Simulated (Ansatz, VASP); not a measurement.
Ti: VASP beside Ansatz

```
Ti
1.0
     2.90575    0.00000    0.00000
    -1.45287    2.51645    0.00000
     0.00000    0.00000    4.61571
Ti
2
Direct
  0.33333 0.66667 0.25000
  0.66667 0.33333 0.75000
```

Change from the starting cell: strain -0.015 along x and y, -0.015 along z, atoms carried along.

Alike in both runs: task single point; functional r2SCAN; k mesh 18 × 18 × 10; occupations gaussian, width 0.15 eV; no spin polarisation.

|  | VASP | Ansatz |
| --- | --- | --- |
| version | VASP 6.6.1 | Ansatz 0.2.0 |
| potentials or method | VASP PAW PBE potentials, release 64 (Ti_sv), cutoff 520 eV | scalar-relativistic, plane waves, PAW |
| valence electrons in the cell | 24 | 24 |

Ansatz gave:

| Item | Value |
| --- | --- |
| gap on the k mesh at the Fermi level (eV) | none |
| pressure (GPa) | 3.1 |
| traceless stress, the component that is largest in VASP (GPa) | -0.50 |

Q: Which values does VASP return?

A: gap on the k mesh at the Fermi level (eV): none; pressure (GPa): 3.5; traceless stress, the component that is largest in VASP (GPa): -0.49.

VASP's potentials were made for PBE, not for r2SCAN. A gap of «none» marks a metal or a gap that the smearing closes.
